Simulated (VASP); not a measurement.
# TlBr in VASP: single point with PBE

Aim: the single point of TlBr with PBE.

Everything below comes from runs of VASP 6.6.1. Logs are shortened: lines on timing, memory, paths and dates and some standing lists are left out, and cuts for length are marked.

## Step 1: The cell of the first run

The cell holds a slab with vacuum, 8 atoms: a = 4.053 Å, b = 5.732 Å, c = 23.597 Å, α = 90.00°, β = 90.00°, γ = 90.00°.

## Step 2: Single point, PBE

File INCAR:

```
ALGO     = Normal         # electronic algorithm
DIPOL    = 0.5 0.5 0.500
EDIFF    = 1E-6           # SCF threshold, eV
ENCUT    = 520            # plane-wave cutoff, eV
GGA      = PE             # functional
IDIPOL   = 3            
ISIF     = 2              # what is computed and relaxed
ISMEAR   = 0              # smearing method
LASPH    = True           # aspherical terms in the spheres
LCHARG   = False          # write CHGCAR
LDIPOL   = True         
LREAL    = False          # projectors in reciprocal space
LWAVE    = False          # write WAVECAR
NBANDS   = 50             # bands
NELM     = 80             # most SCF steps
PREC     = Accurate       # precision mode
SIGMA    = 0.05           # smearing width, eV
```

File KPOINTS:

```
k-points
0
Gamma
  7 5 1
```

File POSCAR:

```
TlBr
1.0
    4.0528301093      0.0000000000      0.0000000000
    0.0000000000      5.7315673066      0.0000000000
    0.0000000000      0.0000000000     23.5973509599
Tl Br
4 4
Direct
    0.0000000000      0.5000000000      0.3231141795
    0.0000000000      0.0000000000      0.4357715485
    0.0000000000      0.5000000000      0.5642164122
    0.0000000000      0.0000000000      0.6768745621
    0.5000000000      0.0000000000      0.3219392063
    0.5000000000      0.5000000000      0.4351760694
    0.5000000000      0.0000000000      0.5648356802
    0.5000000000      0.5000000000      0.6780723418
```

Potentials or basis: VASP PAW PBE potentials, release 64 (Tl_d, Br).

Command:

```
$ cat potpaw_PBE.64/Tl_d/POTCAR potpaw_PBE.64/Br/POTCAR > POTCAR
$ mpirun -np 1 vasp_std > vasp.out
```

OUTCAR:

```text
EDIFF = 1E-6
   ENCUT = 520
   GGA = PE
   ISIF = 2
   ISMEAR = 0
   LASPH = True
   LREAL = False
   NELM = 80
   PREC = Accurate

 ion  position               nearest neighbor table
   1  0.000  0.500  0.323-   6 3.33   6 3.33   2 3.91   2 3.91
   2  0.000  0.000  0.436-   5 3.36   5 3.36   1 3.91   1 3.91
   3  0.000  0.500  0.564-   8 3.37   8 3.37   4 3.91   4 3.91
   4  0.000  0.000  0.677-   7 3.33   7 3.33   3 3.91   3 3.91
   5  0.500  0.000  0.322-   2 3.36   2 3.36
   6  0.500  0.500  0.435-   1 3.33   1 3.33
   7  0.500  0.000  0.565-   4 3.33   4 3.33
   8  0.500  0.500  0.678-   3 3.37   3 3.37

  LATTYP: Found a simple orthorhombic cell.
 ALAT       =     4.0528301093
 B/A-ratio  =     1.4142135624
 C/A-ratio  =     5.8224377345

  Lattice vectors:

 A1 = (   4.0528301093,   0.0000000000,   0.0000000000)
 A2 = (   0.0000000000,   5.7315673066,   0.0000000000)
 A3 = (   0.0000000000,   0.0000000000,  23.5973509599)

Analysis of symmetry for initial positions (statically):
=====================================================================
 Subroutine PRICEL returns:
 Original cell was already a primitive cell.

 Routine SETGRP: Setting up the symmetry group for a
 simple orthorhombic supercell.

 Subroutine GETGRP returns: Found  4 space group operations
 (whereof  4 operations were pure point group operations)
 out of a pool of  8 trial point group operations.

The static configuration has the point symmetry C_2v.

Analysis of symmetry for dynamics (positions and initial velocities):
=====================================================================
 Subroutine PRICEL returns:
 Original cell was already a primitive cell.

 Routine SETGRP: Setting up the symmetry group for a
 simple orthorhombic supercell.

 Subroutine GETGRP returns: Found  4 space group operations
 (whereof  4 operations were pure point group operations)
 out of a pool of  8 trial point group operations.

The dynamic configuration has the point symmetry C_2v.

 Subroutine INISYM returns: Found  4 space group operations
 (whereof  4 operations are pure point group operations),
 and found     1 'primitive' translations

----------------------------------------------------------------------------------------

                                     Primitive cell

  volume of cell :     548.1445

  direct lattice vectors                    reciprocal lattice vectors
     4.052830109  0.000000000  0.000000000     0.246741159  0.000000000  0.000000000
     0.000000000  5.731567307  0.000000000     0.000000000  0.174472347  0.000000000
     0.000000000  0.000000000 23.597350960     0.000000000  0.000000000  0.042377638

  length of vectors
     4.052830109  5.731567307 23.597350960     0.246741159  0.174472347  0.042377638

  position of ions in fractional coordinates (direct lattice)
     0.000000000  0.500000000  0.323114180
     0.000000000  0.000000000  0.435771548
     0.000000000  0.500000000  0.564216412
     0.000000000  0.000000000  0.676874562
     0.500000000  0.000000000  0.321939206
     0.500000000  0.500000000  0.435176069
     0.500000000  0.000000000  0.564835680
     0.500000000  0.500000000  0.678072342

  ion indices of the primitive-cell ions
   primitive index   ion index
                 1           1
                 2           2
                 3           3
                 4           4
                 5           5
                 6           6
                 7           7
                 8           8

----------------------------------------------------------------------------------------

 KPOINTS: k-points

Automatic generation of k-mesh.
 Grid dimensions read from file:
 generate k-points for:    7    5    1

 Generating k-lattice:

  Cartesian coordinates                     Fractional coordinates (reciprocal lattice)
     0.035248737  0.000000000  0.000000000     0.142857143  0.000000000  0.000000000
     0.000000000  0.034894469  0.000000000     0.000000000  0.200000000  0.000000000
     0.000000000  0.000000000  0.042377638     0.000000000  0.000000000  1.000000000

  Length of vectors
     0.035248737  0.034894469  0.042377638

  Shift w.r.t. Gamma in fractional coordinates (k-lattice)
     0.000000000  0.000000000  0.000000000

 Subroutine IBZKPT returns following result:
 ===========================================

 Found     12 irreducible k-points:

 Following reciprocal coordinates:
            Coordinates               Weight
  0.000000  0.000000  0.000000      1.000000
  0.142857  0.000000  0.000000      2.000000
  0.285714  0.000000  0.000000      2.000000
  0.428571  0.000000  0.000000      2.000000
  0.000000  0.200000  0.000000      2.000000
  0.142857  0.200000  0.000000      4.000000
  0.285714  0.200000  0.000000      4.000000
  0.428571  0.200000  0.000000      4.000000
  0.000000  0.400000  0.000000      2.000000
  0.142857  0.400000  0.000000      4.000000
  0.285714  0.400000  0.000000      4.000000
  0.428571  0.400000  0.000000      4.000000
   k-points           NKPTS =     12   k-points in BZ     NKDIM =     12   number of bands    NBANDS=     50
   number of dos      NEDOS =    301   number of ions     NIONS =      8
   total plane-waves  NPLWV = 259200
   dimension x,y,z NGX =    30 NGY =   48 NGZ =  180
   dimension x,y,z NGXF=    60 NGYF=   96 NGZF=  360
   ions per type =               4   4
   NGX,Y,Z   is equivalent  to a cutoff of  12.31, 13.92, 12.68 a.u.
   NGXF,Y,Z  is equivalent  to a cutoff of  24.61, 27.85, 25.36 a.u.
 SYSTEM =  unknown system
   PREC   = accura    normal or accurate (medium, high low for compatibility)
   ISTART =      0    job   : 0-new  1-cont  2-samecut
   ICHARG =      2    charge: 1-file 2-atom 10-const
   ISPIN  =      1    spin polarized calculation?
   LNONCOLLINEAR =      F non collinear calculations
   LSORBIT =      F    spin-orbit coupling
   LASPH  =      T    aspherical Exc in radial PAW
   ENCUT  =  520.0 eV  38.22 Ry    6.18 a.u.   7.54 10.66 43.88*2*pi/ulx,y,z
   NELM   =     80;   NELMIN=  2; NELMDL= -5     # of ELM steps
   EDIFF  = 0.1E-05   stopping-criterion for ELM
   LREAL  =      F    real-space projection
   EDIFFG = 0.1E-04   stopping-criterion for IOM
   NSW    =      0    number of steps for IOM
   IBRION =     -1    ionic relax: 0-MD 1-quasi-New 2-CG
   NFREE  =      0    steps in history (QN), initial steepest desc. (CG)
   ISIF   =      2    stress and relaxation
   ISYM   =      2    0-nonsym 1-usesym 2-fastsym
   POTIM  = 0.5000    time-step for ionic-motion
   TEBEG  =    0.0;   TEEND  =   0.0 temperature during run
   PSTRESS=    0.0 pullay stress
   NELECT =      80.0000    total number of electrons
   NUPDOWN=      -1.0000    fix difference up-down
   EMIN   =  10.00;   EMAX   =-10.00  energy-range for DOS
   EFERMI =   0.00;   METHOD = LEGACY
   ISMEAR =     0;   SIGMA  =   0.05  broadening in eV -4-tet -1-fermi 0-gaus
   EFERMI_NEDOS =   21; number of points for ismear=-14 and -15
   IALGO  =     38    algorithm
   IMIX   =      4    mixing-type and parameters
     AMIX     =   0.40;   BMIX     =  1.00
     AMIX_MAG =   1.60;   BMIX_MAG =  1.00
  volume/ion in A,a.u.               =      68.52       462.38
  Fermi-wavevector in a.u.,A,eV,Ry     =   0.861932  1.628816 10.108139  0.742927
  Thomas-Fermi vector in A             =   1.979659
   LORBIT       =      0    0 simple, 1 ext, 2 COOP (PROOUT), +10 PAW based schemes
   GGA     = PE    functional components
   LHFCALC =     F    Hartree Fock is set to
   AEXX    =    0.0000 exact exchange contribution
   IVDW    =     0    specifies the selected vdW correction
   LEPSILON=     F    determine dielectric tensor
   LRPA    =     F    only Hartree local field effects (RPA)
 non-spin polarized calculation
 Gauss-broadening in eV      SIGMA  =   0.05
  energy-cutoff  :      520.00
  volume of cell :      548.14
 maximum number of plane-waves:     14818
 NGX is ok and might be reduce to    30
   NGX = 15   NGY = 21   NGZ = 87

 number of electron      80.0000004 magnetization

 dipolmoment           0.000000      0.000000      0.000373 electrons x Angstroem

 Free energy of the ion-electron system (eV)
  ---------------------------------------------------
  ext. energy  EPLUGINS =         0.00000000
  ---------------------------------------------------
  free energy    TOTEN  =       -21.89275866 eV

  energy without entropy =      -21.89275866  energy(sigma->0) =      -21.89275866

 E-fermi :  -1.8917     XC(G=0):  -4.6600

 val. band max:       -2.1552731734   @ k =   0.1429   0.4000   0.0000
 cond. band min:       0.3857741029   @ k =   0.4286   0.0000   0.0000
 fundamental gap:      2.5410472764
 Fermi energy:        -1.8917338956

 k-point     1 :       0.0000    0.0000    0.0000
  band No.  band energies     occupation
      1     -15.4608      2.00000
      2     -15.3583      2.00000
      3     -14.9902      2.00000
      4     -14.9878      2.00000
      5     -12.1137      2.00000
      6     -12.1113      2.00000
[... 42 lines left out ...]
     49       4.2941      0.00000
     50       4.4968      0.00000

 k-point     2 :       0.1429    0.0000    0.0000
  band No.  band energies     occupation
      1     -15.4289      2.00000
      2     -15.3305      2.00000
      3     -14.9637      2.00000
      4     -14.9605      2.00000
      5     -12.0919      2.00000
      6     -12.0894      2.00000
[... 42 lines left out ...]
     49       3.6032      0.00000
     50       3.6155      0.00000

 k-point     3 :       0.2857    0.0000    0.0000
  band No.  band energies     occupation
      1     -15.3555      2.00000
      2     -15.2664      2.00000
      3     -14.9031      2.00000
      4     -14.8969      2.00000
      5     -12.0586      2.00000
      6     -12.0584      2.00000
[... 42 lines left out ...]
     49       2.7361      0.00000
     50       3.0181      0.00000

 k-point     4 :       0.4286    0.0000    0.0000
  band No.  band energies     occupation
      1     -15.2947      2.00000
      2     -15.2134      2.00000
      3     -14.8528      2.00000
      4     -14.8439      2.00000
      5     -12.0622      2.00000
      6     -12.0577      2.00000
[... 363 lines left out ...]
 k-point    11 :       0.2857    0.4000    0.0000
  band No.  band energies     occupation
      1     -15.3029      2.00000
      2     -15.2736      2.00000
      3     -14.9219      2.00000
      4     -14.9194      2.00000
      5     -12.0584      2.00000
      6     -12.0560      2.00000
[... 42 lines left out ...]
     49       3.1939      0.00000
     50       3.3909      0.00000

 k-point    12 :       0.4286    0.4000    0.0000
  band No.  band energies     occupation
      1     -15.2586      2.00000
      2     -15.2322      2.00000
      3     -14.8831      2.00000
      4     -14.8804      2.00000
      5     -12.0587      2.00000
      6     -12.0559      2.00000
[... 42 lines left out ...]
     49       3.1416      0.00000
     50       3.6563      0.00000

------------------------ aborting loop because EDIFF is reached ----------------------------------------

 vacuum level on the upper side and lower side of the slab       (xc-potential included)        -0.080        -0.083

  FORCE on cell =-STRESS in cart. coord.  units (eV):
  Direction    XX          YY          ZZ          XY          YZ          ZX
  --------------------------------------------------------------------------------------
  -------------------------------------------------------------------------------------
  Total       -0.2296657     -1.0574535      0.0252512      0.0000000      0.0000000      0.0000000
  in kB       -0.6712923     -3.0908420      0.0738070      0.0000000      0.0000000      0.0000000
  external PRESSURE =      -1.2294425 kB  Pullay stress =       0.0000000 kB

 VOLUME and BASIS-vectors are now :
 -----------------------------------------------------------------------------
  energy-cutoff  :      520.00
  volume of cell :      548.14
      direct lattice vectors                 reciprocal lattice vectors
     4.052830109  0.000000000  0.000000000     0.246741159  0.000000000  0.000000000
     0.000000000  5.731567307  0.000000000     0.000000000  0.174472347  0.000000000
     0.000000000  0.000000000 23.597350960     0.000000000  0.000000000  0.042377638

 POSITION                                       TOTAL-FORCE (eV/Angst)
 -----------------------------------------------------------------------------------
      0.00000      2.86578      7.62464         0.000000      0.000000     -0.009676
      0.00000      0.00000     10.28305         0.000000      0.000000     -0.002761
      0.00000      2.86578     13.31401         0.000000      0.000000      0.004023
      0.00000      0.00000     15.97245         0.000000      0.000000      0.010683
      2.02642      0.00000      7.59691         0.000000      0.000000     -0.003100
      2.02642      2.86578     10.26900         0.000000      0.000000      0.008481
      2.02642      0.00000     13.32863         0.000000      0.000000     -0.009780
      2.02642      2.86578     16.00071         0.000000      0.000000      0.002131
 -----------------------------------------------------------------------------------
    total drift:                                0.000000      0.000000      0.000000

  FREE ENERGIE OF THE ION-ELECTRON SYSTEM (eV)
  ---------------------------------------------------
  free  energy   TOTEN  =       -21.8927586616 eV

  energy  without entropy=      -21.8927586616  energy(sigma->0) =      -21.89275866

 vacuum level on the upper side and lower side of the slab         3.556         3.553
```

Wall time 9.9 min (1 thread of AMD EPYC 7R43 (Zen 3), shared host); peak memory 0.65 GiB.

What came out:

| Item | Value |
| --- | --- |
| Free energy | -21.8928 eV |
| Largest force | 0.011 eV/Å |
| Band gap on the k mesh | 2.54 eV (least direct gap 2.62 eV) |

Forces on the atoms (eV/Å):
```
Tl   0.000  0.000 -0.010
Tl   0.000  0.000 -0.003
Tl   0.000  0.000  0.004
Tl   0.000  0.000  0.011
Br   0.000  0.000 -0.003
Br   0.000  0.000  0.008
Br   0.000  0.000 -0.010
Br   0.000  0.000  0.002
```

Levels at points of the mesh, in eV from the valence-band top:
| k point | band 37 | band 38 | band 39 | band 40 | band 41 | band 42 | band 43 | band 44 |
| --- | --- | --- | --- | --- | --- | --- | --- | --- |
| (0.00, 0.00, 0.00) | -0.59 | -0.27 | -0.26 | -0.11 | 3.68 | 3.79 | 4.44 | 5.05 |

Caveat: spin-orbit coupling is left out, which moves the levels of the heavy elements.
